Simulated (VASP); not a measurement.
# BN (P6_3/mmc) in VASP: notebook

Runs on BN. Level: LDA. Tasks: single point.

Everything below comes from runs of VASP 6.6.1. Logs are shortened: lines on timing, memory, paths and dates and some standing lists are left out, and cuts for length are marked.

### Step 1. The cell of the first run

Symmetry: P6_3/mmc, No. 194, hexagonal system. The conventional cell has a = 2.488 Å, b = 2.488 Å, c = 6.653 Å, α = 90.00°, β = 90.00°, γ = 120.00°. Within 1.9 Å of B (site symmetry -6m2) lie 3 N at 1.44 Å. Within 1.9 Å of N (site symmetry -6m2) lie 3 B at 1.44 Å.

### Step 2. Single point, LDA (volume 8.916 Å^3 an atom, c/a of the conventional cell 2.6740)

INCAR

```
SYSTEM = BN
PREC = Accurate
ENCUT = 520
EDIFF = 1E-6
ISMEAR = 0
SIGMA = 0.05
LREAL = .FALSE.
LASPH = .TRUE.
NELM = 60
ALGO = Normal
ISIF = 2
LWAVE = .FALSE.
LCHARG = .FALSE.
GGA = CA
NBANDS = 16
```

KPOINTS

```
Automatic mesh
0
G
  12 12 4
  0 0 0
```

POSCAR

```
BN
1.0
    2.4879749622      0.0000000000      0.0000000000
   -1.2439874811      2.1546495212      0.0000000000
    0.0000000000      0.0000000000      6.6528450489
B N
2 2
Direct
    0.3333333333      0.6666666667      0.2500000000
    0.6666666667      0.3333333333      0.7500000000
    0.3333333333      0.6666666667      0.7500000000
    0.6666666667      0.3333333333      0.2500000000
```

Potentials or basis: VASP PAW LDA potentials, release 64 (B, N).

Run with:

```console
> cat potpaw_LDA.64/B/POTCAR potpaw_LDA.64/N/POTCAR > POTCAR
> mpirun -np 1 vasp_std > vasp.out
```

OUTCAR:

```text
SYSTEM = BN
   PREC = Accurate
   ENCUT = 520
   EDIFF = 1E-6
   ISMEAR = 0
   LREAL = .FALSE.
   LASPH = .TRUE.
   NELM = 60
   ISIF = 2
   GGA = CA

 ion  position               nearest neighbor table
   1  0.333  0.667  0.250-   4 1.44   4 1.44   4 1.44
   2  0.667  0.333  0.750-   3 1.44   3 1.44   3 1.44
   3  0.333  0.667  0.750-   2 1.44   2 1.44   2 1.44
   4  0.667  0.333  0.250-   1 1.44   1 1.44   1 1.44

  LATTYP: Found a hexagonal cell.
 ALAT       =     2.4879749622
 C/A-ratio  =     2.6740000000

  Lattice vectors:

 A1 = (   2.4879749622,   0.0000000000,   0.0000000000)
 A2 = (  -1.2439874811,   2.1546495212,   0.0000000000)
 A3 = (   0.0000000000,   0.0000000000,   6.6528450489)

Analysis of symmetry for initial positions (statically):
=====================================================================
 Subroutine PRICEL returns:
 Original cell was already a primitive cell.

 Routine SETGRP: Setting up the symmetry group for a
 hexagonal supercell.

 Subroutine GETGRP returns: Found 24 space group operations
 (whereof 12 operations were pure point group operations)
 out of a pool of 24 trial point group operations.

The static configuration has the point symmetry D_3d.
 The point group associated with its full space group is D_6h.

Analysis of symmetry for dynamics (positions and initial velocities):
=====================================================================
 Subroutine PRICEL returns:
 Original cell was already a primitive cell.

 Routine SETGRP: Setting up the symmetry group for a
 hexagonal supercell.

 Subroutine GETGRP returns: Found 24 space group operations
 (whereof 12 operations were pure point group operations)
 out of a pool of 24 trial point group operations.

The dynamic configuration has the point symmetry D_3d.
 The point group associated with its full space group is D_6h.

 Subroutine INISYM returns: Found 24 space group operations
 (whereof 12 operations are pure point group operations),
 and found     1 'primitive' translations

----------------------------------------------------------------------------------------

                                     Primitive cell

  volume of cell :      35.6640

  direct lattice vectors                    reciprocal lattice vectors
     2.487974962  0.000000000  0.000000000     0.401933305  0.232056302  0.000000000
    -1.243987481  2.154649521  0.000000000     0.000000000  0.464112604  0.000000000
     0.000000000  0.000000000  6.652845049     0.000000000  0.000000000  0.150311632

  length of vectors
     2.487974962  2.487974962  6.652845049     0.464112604  0.464112604  0.150311632

  position of ions in fractional coordinates (direct lattice)
     0.333333333  0.666666667  0.250000000
     0.666666667  0.333333333  0.750000000
     0.333333333  0.666666667  0.750000000
     0.666666667  0.333333333  0.250000000

  ion indices of the primitive-cell ions
   primitive index   ion index
                 1           1
                 2           2
                 3           3
                 4           4

----------------------------------------------------------------------------------------

 KPOINTS: Automatic mesh

Automatic generation of k-mesh.
 Grid dimensions read from file:
 generate k-points for:   12   12    4

 Generating k-lattice:

  Cartesian coordinates                     Fractional coordinates (reciprocal lattice)
     0.033494442  0.019338025  0.000000000     0.083333333 -0.000000000  0.000000000
     0.000000000  0.038676050  0.000000000     0.000000000  0.083333333  0.000000000
     0.000000000  0.000000000  0.037577908     0.000000000  0.000000000  0.250000000

  Length of vectors
     0.038676050  0.038676050  0.037577908

  Shift w.r.t. Gamma in fractional coordinates (k-lattice)
     0.000000000  0.000000000  0.000000000

 Subroutine IBZKPT returns following result:
 ===========================================

 Found     57 irreducible k-points:

 Following reciprocal coordinates:
            Coordinates               Weight
  0.000000  0.000000  0.000000      1.000000
  0.083333  0.000000  0.000000      6.000000
  0.166667  0.000000  0.000000      6.000000
  0.250000  0.000000  0.000000      6.000000
  0.333333  0.000000  0.000000      6.000000
  0.416667  0.000000  0.000000      6.000000
[... 16 lines left out ...]
  0.250000  0.000000  0.250000     12.000000
  0.333333  0.000000  0.250000     12.000000
 [... further k-points ...]
   k-points           NKPTS =     57   k-points in BZ     NKDIM =     57   number of bands    NBANDS=     16
   number of dos      NEDOS =    301   number of ions     NIONS =      4
   total plane-waves  NPLWV =  20000
   dimension x,y,z NGX =    20 NGY =   20 NGZ =   50
   dimension x,y,z NGXF=    40 NGYF=   40 NGZF=  100
   ions per type =               2   2
   NGX,Y,Z   is equivalent  to a cutoff of  13.36, 13.36, 12.49 a.u.
   NGXF,Y,Z  is equivalent  to a cutoff of  26.73, 26.73, 24.99 a.u.
 SYSTEM =  BN
   PREC   = accura    normal or accurate (medium, high low for compatibility)
   ISTART =      0    job   : 0-new  1-cont  2-samecut
   ICHARG =      2    charge: 1-file 2-atom 10-const
   ISPIN  =      1    spin polarized calculation?
   LNONCOLLINEAR =      F non collinear calculations
   LSORBIT =      F    spin-orbit coupling
   LASPH  =      T    aspherical Exc in radial PAW
   ENCUT  =  520.0 eV  38.22 Ry    6.18 a.u.   4.63  4.63 12.37*2*pi/ulx,y,z
   NELM   =     60;   NELMIN=  2; NELMDL= -5     # of ELM steps
   EDIFF  = 0.1E-05   stopping-criterion for ELM
   LREAL  =      F    real-space projection
   EDIFFG = 0.1E-04   stopping-criterion for IOM
   NSW    =      0    number of steps for IOM
   IBRION =     -1    ionic relax: 0-MD 1-quasi-New 2-CG
   NFREE  =      0    steps in history (QN), initial steepest desc. (CG)
   ISIF   =      2    stress and relaxation
   ISYM   =      2    0-nonsym 1-usesym 2-fastsym
   POTIM  = 0.5000    time-step for ionic-motion
   TEBEG  =    0.0;   TEEND  =   0.0 temperature during run
   PSTRESS=    0.0 pullay stress
   NELECT =      16.0000    total number of electrons
   NUPDOWN=      -1.0000    fix difference up-down
   EMIN   =  10.00;   EMAX   =-10.00  energy-range for DOS
   EFERMI =   0.00;   METHOD = LEGACY
   ISMEAR =     0;   SIGMA  =   0.05  broadening in eV -4-tet -1-fermi 0-gaus
   EFERMI_NEDOS =   21; number of points for ismear=-14 and -15
   IALGO  =     38    algorithm
   IMIX   =      4    mixing-type and parameters
     AMIX     =   0.40;   BMIX     =  1.00
     AMIX_MAG =   1.60;   BMIX_MAG =  1.00
  volume/ion in A,a.u.               =       8.92        60.17
  Fermi-wavevector in a.u.,A,eV,Ry     =   1.253251  2.368301 21.369836  1.570639
  Thomas-Fermi vector in A             =   2.387113
   LORBIT       =      0    0 simple, 1 ext, 2 COOP (PROOUT), +10 PAW based schemes
   GGA     = CA    functional components
   LHFCALC =     F    Hartree Fock is set to
   AEXX    =    0.0000 exact exchange contribution
   IVDW    =     0    specifies the selected vdW correction
   LEPSILON=     F    determine dielectric tensor
   LRPA    =     F    only Hartree local field effects (RPA)
 non-spin polarized calculation
 Gauss-broadening in eV      SIGMA  =   0.05
  energy-cutoff  :      520.00
  volume of cell :       35.66
 maximum number of plane-waves:       976
 NGX is ok and might be reduce to    20
   NGX =  9   NGY =  9   NGZ = 25

 number of electron      16.0000002 magnetization

 Free energy of the ion-electron system (eV)
  ---------------------------------------------------
  ext. energy  EPLUGINS =         0.00000000
  ---------------------------------------------------
  free energy    TOTEN  =       -38.57863385 eV

  energy without entropy =      -38.57863385  energy(sigma->0) =      -38.57863385

 E-fermi :   2.4658     XC(G=0): -10.5492

 val. band max:        2.2150216314   @ k =   0.3333   0.3333   0.5000
 cond. band min:       6.3222687199   @ k =   0.5000   0.0000   0.0000
 fundamental gap:      4.1072470885
 Fermi energy:         2.4658284822

 k-point     1 :       0.0000    0.0000    0.0000
  band No.  band energies     occupation
      1     -15.4861      2.00000
      2     -15.1772      2.00000
      3      -4.2037      2.00000
      4      -2.0201      2.00000
      5       0.8955      2.00000
      6       0.8955      2.00000
[... 8 lines left out ...]
     15      14.8484      0.00000
     16      15.2919      0.00000

 k-point     2 :       0.0833    0.0000    0.0000
  band No.  band energies     occupation
      1     -15.3481      2.00000
      2     -15.0441      2.00000
      3      -4.0129      2.00000
      4      -1.8486      2.00000
      5       0.3435      2.00000
      6       0.3746      2.00000
[... 8 lines left out ...]
     15      14.7830      0.00000
     16      15.2820      0.00000

 k-point     3 :       0.1667    0.0000    0.0000
  band No.  band energies     occupation
      1     -14.9411      2.00000
      2     -14.6520      2.00000
      3      -3.4470      2.00000
      4      -1.3442      2.00000
      5      -1.0652      2.00000
      6      -1.0269      2.00000
[... 8 lines left out ...]
     15      16.1590      0.00000
     16      16.3250      0.00000

 k-point     4 :       0.2500    0.0000    0.0000
  band No.  band energies     occupation
      1     -14.2904      2.00000
      2     -14.0274      2.00000
      3      -2.8672      2.00000
      4      -2.8069      2.00000
      5      -2.5303      2.00000
      6      -0.7672      2.00000
[... 8 lines left out ...]
     15      17.4711      0.00000
     16      18.3451      0.00000
[... 324 lines left out ...]
 k-point    22 :       0.1667    0.0000    0.2500
  band No.  band energies     occupation
      1     -14.9010      2.00000
      2     -14.6967      2.00000
      3      -3.1935      2.00000
      4      -1.7401      2.00000
      5      -1.0538      2.00000
      6      -1.0134      2.00000
[... 8 lines left out ...]
     15      16.0603      0.00000
     16      16.1414      0.00000

 k-point    23 :       0.2500    0.0000    0.2500
  band No.  band energies     occupation
      1     -14.2537      2.00000
      2     -14.0679      2.00000
      3      -2.8778      2.00000
      4      -2.8234      2.00000
      5      -2.2631      2.00000
      6      -0.8867      2.00000
[... 8 lines left out ...]
     15      18.3603      0.00000
     16      18.4418      0.00000

 k-point    24 :       0.3333    0.0000    0.2500
  band No.  band energies     occupation
      1     -13.4292      2.00000
      2     -13.2729      2.00000
      3      -4.6662      2.00000
      4      -4.6079      2.00000
      5      -1.3991      2.00000
      6      -1.3568      2.00000
[... 8 lines left out ...]
     15      18.9184      0.00000
     16      20.9147      0.00000

 [... further k-points ...]

------------------------ aborting loop because EDIFF is reached ----------------------------------------

  FORCE on cell =-STRESS in cart. coord.  units (eV):
  Direction    XX          YY          ZZ          XY          YZ          ZX
  --------------------------------------------------------------------------------------
  -------------------------------------------------------------------------------------
  Total        0.2527025      0.2527025     -0.1729609      0.0000000      0.0000000      0.0000000
  in kB       11.3524612     11.3524612     -7.7701315      0.0000000      0.0000000      0.0000000
  external PRESSURE =       4.9782636 kB  Pullay stress =       0.0000000 kB

 VOLUME and BASIS-vectors are now :
 -----------------------------------------------------------------------------
  energy-cutoff  :      520.00
  volume of cell :       35.66
      direct lattice vectors                 reciprocal lattice vectors
     2.487974962  0.000000000  0.000000000     0.401933305  0.232056302  0.000000000
    -1.243987481  2.154649521  0.000000000     0.000000000  0.464112604  0.000000000
     0.000000000  0.000000000  6.652845049     0.000000000  0.000000000  0.150311632

 POSITION                                       TOTAL-FORCE (eV/Angst)
 -----------------------------------------------------------------------------------
     -0.00000      1.43643      1.66321         0.000000     -0.000000      0.000000
      1.24399      0.71822      4.98963        -0.000000      0.000000      0.000000
     -0.00000      1.43643      4.98963        -0.000000      0.000000      0.000000
      1.24399      0.71822      1.66321         0.000000      0.000000      0.000000
 -----------------------------------------------------------------------------------
    total drift:                               -0.000000      0.000000      0.000000

  FREE ENERGIE OF THE ION-ELECTRON SYSTEM (eV)
  ---------------------------------------------------
  free  energy   TOTEN  =       -38.5786338473 eV

  energy  without entropy=      -38.5786338473  energy(sigma->0) =      -38.57863385
```

Run time: 18 s. Hardware: 1 thread of Intel Xeon Platinum 8488C (Sapphire Rapids), shared host; peak memory 0.14 GiB.

What came out:

| Quantity | Value |
| --- | --- |
| Free energy | -38.5786 eV |
| Pressure | 0.5 GPa |
| Band gap on the k mesh | 4.11 eV, indirect (least direct gap 4.54 eV) |

Stress tensor (GPa, compression positive):
```
 1.14  0.00  0.00
 0.00  1.14  0.00
 0.00  0.00 -0.78
```

### Step 3. Single point, LDA (volume 8.916 Å^3 an atom, c/a of the conventional cell 2.8061)

INCAR: that of step 2 with these lines changed.

```diff
@@ -8,3 +8,3 @@
 LASPH = .TRUE.
-NELM = 60
+NELM = 80
 ALGO = Normal
@@ -13,3 +13,2 @@
 LCHARG = .FALSE.
-GGA = CA
 NBANDS = 16
```

KPOINTS is that of step 2.

POSCAR

```
BN
1.0
    2.4483044685      0.0000000000      0.0000000000
   -1.2241522342      2.1202938659      0.0000000000
    0.0000000000      0.0000000000      6.8701871690
B N
2 2
Direct
    0.3333333333      0.6666666667      0.2500000000
    0.6666666667      0.3333333333      0.7500000000
    0.3333333333      0.6666666667      0.7500000000
    0.6666666667      0.3333333333      0.2500000000
```

Potentials or basis: VASP PAW LDA potentials, release 64 (B, N).

Run with:

```console
> cat potpaw_LDA.64/B/POTCAR potpaw_LDA.64/N/POTCAR > POTCAR
> mpirun -np 1 vasp_std > vasp.out
```

Run time: 18 s. Hardware: 1 thread of Intel Xeon Platinum 8488C (Sapphire Rapids), shared host; peak memory 0.14 GiB.

It converged, with:

| Property | Result |
| --- | --- |
| Free energy | -38.4978 eV |
| Pressure | 12.7 GPa |
| Band gap on the k mesh | 4.23 eV, indirect (least direct gap 4.67 eV) |

Stress tensor (GPa, compression positive):
```
19.69  0.00  0.00
 0.00 19.69  0.00
 0.00  0.00 -1.28
```

Levels at points of the mesh, in eV from the valence-band top:
```tsv
k point	band 6	band 7	band 8	band 9	band 10	band 11
(0.00, 0.00, 0.00)	-1.26	-1.24	-1.24	4.67	9.72	12.01
(0.50, 0.00, 0.00)	-4.22	-1.44	-0.59	4.23	5.51	10.02
(0.00, 0.00, 0.50)	-1.25	-1.25	-1.25	6.94	6.94	12.06
(0.50, 0.00, 0.50)	-4.24	-1.00	-1.00	4.69	4.69	10.57
```

### Step 4. Single point, LDA (volume 8.916 Å^3 an atom, c/a of the conventional cell 2.5481)

INCAR

```
PREC = Accurate ; ENCUT = 520
EDIFF = 1E-6 ; ISMEAR = 0
SIGMA = 0.05 ; LREAL = F
LASPH = T ; NELM = 80
ALGO = Normal ; ISIF = 2
LWAVE = F ; LCHARG = F
NBANDS = 16
```

KPOINTS

```
Automatic mesh
0
Gamma
  12 12 4
```

POSCAR

```
BN
1.0
    2.5282944454      0.0000000000      0.0000000000
   -1.2641472227      2.1895672180      0.0000000000
    0.0000000000      0.0000000000      6.4423470763
B N
2 2
Direct
    0.3333333333      0.6666666667      0.2500000000
    0.6666666667      0.3333333333      0.7500000000
    0.3333333333      0.6666666667      0.7500000000
    0.6666666667      0.3333333333      0.2500000000
```

Run with:

```console
> cat potpaw_LDA.64/B/POTCAR potpaw_LDA.64/N/POTCAR > POTCAR
> mpirun -np 1 vasp_std > vasp.out
```

Wall time 20 s (1 thread of Intel Xeon Platinum 8488C (Sapphire Rapids), shared host); peak memory 0.14 GiB.

The run converged. Its results:

```yaml
Free_energy: -38.5273 eV
Pressure: -10.7 GPa
Band_gap_on_the_k_mesh: 3.95 eV, indirect (least direct gap 4.32 eV)
```

Stress tensor (GPa, compression positive):
```
-16.04   0.00   0.00
  0.00 -16.04   0.00
  0.00   0.00  -0.05
```

Levels at points of the mesh, in eV from the valence-band top:
| k point | band 4 | band 5 | band 6 | band 7 | band 8 | band 9 | band 10 | band 11 | band 12 | band 13 |
| --- | --- | --- | --- | --- | --- | --- | --- | --- | --- | --- |
| (0.00, 0.00, 0.00) | -3.80 | -1.42 | -1.42 | -1.36 | -1.36 | 5.12 | 10.25 | 11.13 | 11.13 | 11.30 |
| (0.50, 0.00, 0.00) | -8.71 | -4.16 | -4.07 | -1.61 | -0.37 | 3.95 | 5.57 | 9.21 | 9.56 | 12.30 |
| (0.00, 0.00, 0.50) | -5.25 | -1.39 | -1.39 | -1.39 | -1.39 | 7.66 | 7.66 | 11.21 | 11.21 | 11.21 |
| (0.50, 0.00, 0.50) | -8.77 | -4.12 | -4.12 | -0.95 | -0.95 | 4.46 | 4.46 | 9.59 | 9.59 | 13.19 |

 A k mesh can miss the band edges.

### Step 5. Single point, LDA (volume 8.916 Å^3 an atom, c/a of the conventional cell 2.4281)

INCAR

```
PREC     = Accurate       # precision mode
ENCUT    = 520            # plane-wave cutoff, eV
EDIFF    = 1E-6           # SCF threshold, eV
ISMEAR   = 0              # smearing method
SIGMA    = 0.05           # smearing width, eV
LREAL    = False          # projectors in reciprocal space
LASPH    = True           # aspherical terms in the spheres
NELM     = 80             # most SCF steps
ALGO     = Normal         # electronic algorithm
ISIF     = 2              # what is computed and relaxed
LWAVE    = False          # write WAVECAR
LCHARG   = False          # write CHGCAR
NBANDS   = 16             # bands
```

KPOINTS

```
regular mesh
0
Gamma
  12 12 4
```

POSCAR

```
BN
1.0
    2.5692771244      0.0000000000      0.0000000000
   -1.2846385622      2.2250592591      0.0000000000
    0.0000000000      0.0000000000      6.2384617857
B N
2 2
Direct
    0.3333333333      0.6666666667      0.2500000000
    0.6666666667      0.3333333333      0.7500000000
    0.3333333333      0.6666666667      0.7500000000
    0.6666666667      0.3333333333      0.2500000000
```

Run with:

```console
> cat potpaw_LDA.64/B/POTCAR potpaw_LDA.64/N/POTCAR > POTCAR
> mpirun -np 1 vasp_std > vasp.out
```

Run time: 18 s. Hardware: 1 thread of Intel Xeon Platinum 8488C (Sapphire Rapids), shared host; peak memory 0.14 GiB.

It converged, with:

| Property | Result |
| --- | --- |
| Free energy | -38.3519 eV |
| Pressure | -20.9 GPa |
| Band gap on the k mesh | 3.82 eV, indirect (least direct gap 4.11 eV) |

Stress tensor (GPa, compression positive):
```
-31.85   0.00   0.00
  0.00 -31.85   0.00
  0.00   0.00   0.90
```

Levels at points of the mesh, in eV from the valence-band top:
| k point | band 4 | band 5 | band 6 | band 7 | band 8 | band 9 | band 10 | band 11 | band 12 | band 13 |
| --- | --- | --- | --- | --- | --- | --- | --- | --- | --- | --- |
| (0.00, 0.00, 0.00) | -3.35 | -1.51 | -1.51 | -1.43 | -1.43 | 5.31 | 10.32 | 10.68 | 10.68 | 10.90 |
| (0.50, 0.00, 0.00) | -8.54 | -4.14 | -4.01 | -1.74 | -0.29 | 3.82 | 5.61 | 8.79 | 8.96 | 12.27 |
| (0.00, 0.00, 0.50) | -5.05 | -1.47 | -1.47 | -1.47 | -1.47 | 7.92 | 7.92 | 10.79 | 10.79 | 10.79 |
| (0.50, 0.00, 0.50) | -8.62 | -4.07 | -4.07 | -0.95 | -0.95 | 4.32 | 4.32 | 9.08 | 9.08 | 13.11 |

 A k mesh can miss the band edges.

### Step 6. Overview

| cell | gap on the mesh (eV) | pressure (GPa) |
| --- | --- | --- |
| a = 2.488, b = 2.488, c = 6.653 Å, angles 90.0, 90.0, 120.0°, 4 atoms | 4.11 | 0.5 |
| a = 2.448, b = 2.448, c = 6.870 Å, angles 90.0, 90.0, 120.0°, 4 atoms | 4.23 | 12.7 |
| a = 2.528, b = 2.528, c = 6.442 Å, angles 90.0, 90.0, 120.0°, 4 atoms | 3.95 | -10.7 |
| a = 2.569, b = 2.569, c = 6.238 Å, angles 90.0, 90.0, 120.0°, 4 atoms | 3.82 | -20.9 |

Alike in all rows: task single point; level LDA; potentials or basis VASP PAW LDA potentials, release 64 (B, N); no spin polarisation; k mesh 12 × 12 × 4; cutoff (eV) 520; smearing gaussian 0.05 eV.

Absolute energies hang on the potentials; compare differences alone.
